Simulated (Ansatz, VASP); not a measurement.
## Au: VASP beside Ansatz

Contents of INCAR:

```
SYSTEM = Au
PREC = Accurate ; ENCUT = 520
EDIFF = 1E-6 ; ISMEAR = -1
SIGMA = 0.1 ; LREAL = .False.
LASPH = .True. ; NELM = 100
ALGO = Normal ; ISIF = 2
LWAVE = .False. ; LCHARG = .False.
GGA = PE ; NBANDS = 24
```

Contents of KPOINTS:

```
regular mesh
0
Gamma
  9 9 13
  0 0 0
```

The input POSCAR:

```
Au
1.0
    4.8021350934      0.0000000000      0.0000000000
   -2.4010675467      4.1587709832      0.0000000000
    0.0000000000      0.0000000000      2.8689026415
Au
3
Direct
    1.0000000000      1.0000000000      0.0000000000
    0.3333333333      0.6666666667      0.5000000000
    0.6666666667      0.3333333333      0.5000000000
```

Input for Ansatz:

```yaml
crystal:
  lattice:
    - [4.8021350934, 0.0, 0.0]
    - [-2.4010675467, 4.1587709832, 0.0]
    - [0.0, 0.0, 2.8689026415]
  atoms:
    - { symbol: Au, position: [1.0, 1.0, 0.0] }
    - { symbol: Au, position: [0.3333333333, 0.6666666667, 0.5] }
    - { symbol: Au, position: [0.6666666667, 0.3333333333, 0.5] }
hamiltonian:
  xc: pbe
  pseudopotentials:
    kind: paw
    azcp:
      Au: "pseudopotentials/Au.paw.azcp"
basis:
  ecutwfc: 420
  fft_grid_basis: typed
kpoints:
  mp_grid: { grid: [9, 9, 13], shift: [0, 0, 0] }
magnetization:
  spin_polarized: false
scf:
  occupations: { method: fermi_dirac, width: 0.1 }
  lower_state_search: "off"
output:
  stress: true
  write_density: true
  write_potential: true
  elf: true
  volumetric_format: npy
```

Alike in both runs: task single point; functional PBE; k mesh 9 × 9 × 13; occupations fermi-dirac, width 0.1 eV; no spin polarisation.

```csv
,VASP,Ansatz
version,VASP 6.6.1,Ansatz 0.2.0
potentials or method,"VASP PAW PBE potentials, release 64 (Au), cutoff 520 eV","plane waves (420 eV) with PAW, scalar-relativistic"
valence electrons in the cell,33,57
```

|  | VASP | Ansatz | Ansatz less VASP |
| --- | --- | --- | --- |
| pressure (GPa) | -4.8 | -4.6 | +0.18 |
| traceless stress, the component that is largest in VASP (GPa) | -0.38 | -0.38 | -0.008 |

VASP's potentials hold 33 valence electrons a cell and Ansatz's 57, so a difference there can come from the potentials and not from the codes.

Neither program's run includes spin-orbit coupling.
